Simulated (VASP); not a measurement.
BAs (WC type): single point with LDA

BAs (WC type):

```xyz
2
Lattice="2.6340 0.0000 0.0000 -1.3170 2.2811 0.0000 0.0000 0.0000 2.6226" Properties=species:S:1:pos:R:3 pbc="T T T"
B     0.0000    0.0000    0.0000
As    0.0000    1.5207    1.3113
```

- Program: VASP 6.6.1
- Task: single point
- Functional: LDA
- Potentials or basis: VASP PAW LDA potentials, release 64 (B, As_d)
- Cutoff: 600 eV
- k mesh: 18 × 18 × 16
- Occupations: fermi-dirac, width 0.08 eV
- Spin: no spin polarisation

- Pressure: 141.5 GPa
- Band gap on the k mesh: zero (band 9 reaches 15.50 eV, above the bottom of band 10 at 6.57 eV)

Stress tensor (GPa, compression positive):
```
141.47   0.00   0.00
  0.00 141.47   0.00
  0.00   0.00 141.64
```

Levels at points of the mesh, in eV from the Fermi level:
```
           k point  band 6  band 7  band 8  band 9  band 10  band 11  band 12  band 13
(0.00, 0.00, 0.00)  -21.11   -3.69    1.16    1.16     3.46     7.12     7.12    10.31
(0.50, 0.00, 0.00)  -15.27  -13.22   -3.45    1.19     3.46     6.13     7.74     9.72
(0.00, 0.00, 0.50)  -17.26  -14.48    4.25    4.25     7.98     7.98     9.57    13.50
(0.50, 0.00, 0.50)  -11.10  -10.01   -8.96   -5.85     1.48     2.81     6.67     8.29
```

Run time: 34 s on 1 thread of Intel(R) Xeon(R) Platinum 8375C CPU @ 2.90GHz (Ice Lake), with other jobs on the host, peak memory 0.21 GiB.
